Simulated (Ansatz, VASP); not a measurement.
## Be in VASP and in Ansatz

```
Be
1.0
     2.21422    0.00000    0.00000
    -1.10711    1.91757    0.00000
     0.00000    0.00000    3.50000
Be
2
Direct
  0.33333 0.66667 0.25000
  0.66667 0.33333 0.75000
```

Alike in both runs: functional PBE; dispersion D3(BJ); k mesh 21 × 21 × 12; occupations gaussian, width 0.1 eV; no spin polarisation.

Ansatz relaxed the structure, and its values are those at the end. VASP's run is a single point on that final structure, the one shown.

|  | VASP | Ansatz |
| --- | --- | --- |
| version | VASP 6.6.1 | Ansatz 0.2.0 |
| potentials or method | VASP PAW PBE potentials, release 64 (Be), cutoff 520 eV | scalar-relativistic, plane waves, PAW |
| valence electrons in the cell | 4 | 4 |

```tsv
	VASP	Ansatz	Ansatz less VASP
gap on the k mesh at the Fermi level (eV)	none	none	-
pressure (GPa)	0.2	0.0	-0.20
```

A gap of «none» marks a metal or a gap that the smearing closes.
